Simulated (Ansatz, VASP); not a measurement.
One calculation of GaP, two programs

The input INCAR:

```
PREC = Accurate ; ENCUT = 520
EDIFF = 1E-6 ; ISMEAR = 0
SIGMA = 0.05 ; LREAL = F
LASPH = T ; NELM = 80
ALGO = Normal ; ISIF = 2
LWAVE = F ; LCHARG = T
GGA = PS ; LELF = T
LVHAR = T ; NBANDS = 16
```

File KPOINTS:

```
regular mesh
0
Gamma
  8 8 8
```

Contents of POSCAR:

```
GaP
1.0
    0.0000000000      2.5072300000      2.6162400000
    2.5072300000      0.0000000000      2.6162400000
    2.5072300000      2.5072300000      0.0000000000
Ga P
1 1
Direct
    0.0000000000      0.0000000000      0.0000000000
    0.7500000000      0.7500000000      0.7500000000
```

Input for Ansatz:

```yaml
crystal:
  lattice:
    - [0.0, 2.50723, 2.61624]
    - [2.50723, 0.0, 2.61624]
    - [2.50723, 2.50723, 0.0]
  atoms:
    - { symbol: Ga, position: [0.0, 0.0, 0.0] }
    - { symbol: P, position: [0.75, 0.75, 0.75] }
basis:
  ecutwfc: 420
kpoints:
  mp_grid: { grid: [8, 8, 8] }
hamiltonian:
  xc: pbesol
scf:
  occupations: { method: gaussian, width: 0.05 }
output:
  forces: true
  stress: true
  eigenvalues: true
```

Change from the starting cell: strain -0.080 along x and y, -0.040 along z, atoms carried along.

Alike in both runs: task single point; functional PBEsol; k mesh 8 × 8 × 8; occupations gaussian, width 0.05 eV; no spin polarisation.

```csv
,VASP,Ansatz
version,VASP 6.6.1,Ansatz 0.2.0
potentials or method,"VASP PAW PBE potentials, release 64 (Ga_d, P), cutoff 520 eV","scalar-relativistic, plane waves, PAW"
valence electrons in the cell,18,18
```

```tsv
	VASP	Ansatz	Ansatz less VASP
gap on the k mesh at the Fermi level (eV)	0.79	0.78	-0.004
least direct gap on the mesh (eV)	3.38	3.37	-0.009
pressure (GPa)	26.1	26.4	+0.26
traceless stress, the component that is largest in VASP (GPa)	-2.15	-2.13	+0.019
```

VASP's potentials were made for PBE, not for PBEsol. The functional is the same, so the differences come from potentials, cutoffs and numerics.
